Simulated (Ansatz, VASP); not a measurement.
# Mg5Se: VASP beside Ansatz

```xyz
6
Lattice="3.1212 1.8020 3.9837 -3.1212 1.8020 3.9837 0.0000 -3.6041 3.9837" Properties=species:S:1:pos:R:3 pbc="T T T"
Mg    0.0000    0.0000    1.2212
Mg    0.0000    0.0000   10.7298
Mg    0.0000    1.8020    3.9837
Mg   -1.5606   -0.9010    3.9837
Mg    1.5606   -0.9010    3.9837
Se    0.0000    0.0000    5.9755
```

Alike in both runs: task relaxation of cell and atoms; functional PBE; k mesh 6 × 6 × 6; occupations gaussian, width 0.1 eV; no spin polarisation.

|  | VASP | Ansatz |
| --- | --- | --- |
| version | VASP 6.6.1 | Ansatz 0.2.0 |
| potentials or method | VASP PAW PBE potentials, release 64 (Mg, Se), cutoff 600 eV | scalar-relativistic, plane waves, PAW |
| valence electrons in the cell | 16 | 66 |

Ansatz gave:

```
gap on the k mesh at the Fermi level, each at its own relaxed structure (eV) : none
relaxed volume (Å³/atom)                                                     : 22.93
relaxed cell length with the largest relative difference (Å)                 : 5.477
```

Task: Estimate VASP's values.

Result: gap on the k mesh at the Fermi level, each at its own relaxed structure (eV): none; relaxed volume (Å³/atom): 22.84; relaxed cell length with the largest relative difference (Å): 5.479.

A gap of «none» marks a metal or a gap that the smearing closes. VASP's potentials hold 16 valence electrons a cell and Ansatz's 66, so a difference there can come from the potentials and not from the codes.
